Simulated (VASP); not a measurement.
## RbGaAsO4: relaxation of cell and atoms with PBE

The system is RbGaAsO4.

```
Rb Ga As O
1.0
     0.00000    4.23186    4.23186
     4.23186    0.00000    4.23186
     4.23186    4.23186    0.00000
Rb Ga As O
1 1 1 4
Direct
  0.00000 0.00000 0.00000
  0.75000 0.75000 0.75000
  0.50000 0.50000 0.50000
  0.13450 0.62183 0.62183
  0.62183 0.13450 0.62183
  0.62183 0.62183 0.13450
  0.62183 0.62183 0.62183
```

The cell was generated, and may not be a known phase.

```
Program                : VASP 6.6.1
Task                   : relaxation of cell and atoms
Functional             : PBE
Potentials or basis    : VASP PAW PBE potentials, release 64 (Rb_sv, Ga_d, As, O)
Cutoff                 : 600 eV
k mesh                 : 8 × 8 × 8
Occupations            : gaussian, width 0.1 eV
Spin                   : no spin polarisation
Dipole correction      : no
Further INCAR settings : ALGO = Fast; EDIFF = 1e-07; IBRION = 2; EDIFFG = -0.01; NSW = 100; ISIF = 3
```

| Item | Value |
| --- | --- |
| Relaxed volume | 21.79 Å³/atom |
| Relaxed cell | a = 5.997 Å, b = 5.997 Å, c = 5.997 Å, α = 60.00°, β = 60.00°, γ = 60.00° |
| Space group after relaxing (to 0.1 Å) | F-43m (No. 216) |
| Energy gained by relaxing | 0.3 meV/atom |
| Ionic steps | 3 |
| Pressure after relaxing | 0.0 GPa |
| Largest force after relaxing | 0.008 eV/Å |
| Band gap on the k mesh | zero (an odd number of electrons rules out a gap without spin polarisation) |

Forces in eV/Å, atoms in the order of the input:
```
Rb   0.000  0.000  0.000
Ga   0.000  0.000  0.000
As   0.000  0.000  0.000
O    0.004 -0.004 -0.004
O   -0.004  0.004 -0.004
O   -0.004 -0.004  0.004
O    0.004  0.004  0.004
```

Step by step:
| step | energy change (eV) | largest force (eV/Å) | pressure (GPa) | volume (Å³) |
| --- | --- | --- | --- | --- |
| 1 | 0.0000 | 0.1221 | 0.50 | 151.57 |
| 2 | -0.0015 | 0.0586 | -0.31 | 153.07 |
| 3 | -0.0024 | 0.0077 | -0.02 | 152.51 |

Final structure:
```xyz
7
Lattice="0.0000 4.2406 4.2406 4.2406 0.0000 4.2406 4.2406 4.2406 0.0000" Properties=species:S:1:pos:R:3 pbc="T T T"
Rb    0.0000    0.0000    0.0000
Ga    6.3608    6.3608    6.3608
As    4.2406    4.2406    4.2406
O     5.2760    3.2051    3.2051
O     3.2051    5.2760    3.2051
O     3.2051    3.2051    5.2760
O     5.2760    5.2760    5.2760
```

Levels at points of the mesh, in eV from the Fermi level:
```
           k point  band 22  band 23  band 24  band 25  band 26  band 27  band 28  band 29  band 30
(0.00, 0.00, 0.00)    -3.83    -2.97    -2.97    -2.97    -2.25     2.24     3.46     3.46     3.46
(0.50, 0.00, 0.00)    -4.06    -3.36    -3.36    -2.96    -0.35     2.87     4.05     4.25     4.26
(0.50, 0.50, 0.00)    -3.85    -3.43    -3.22    -3.22     0.96     2.01     3.93     4.23     5.05
```

It took 29 min on 1 thread of Oxide Virtual Turin-like Processor (shared host), peak memory 0.43 GiB.

Caveat: an odd number of electrons without spin polarisation forces a metal; a magnetic or distorted state may lie lower.
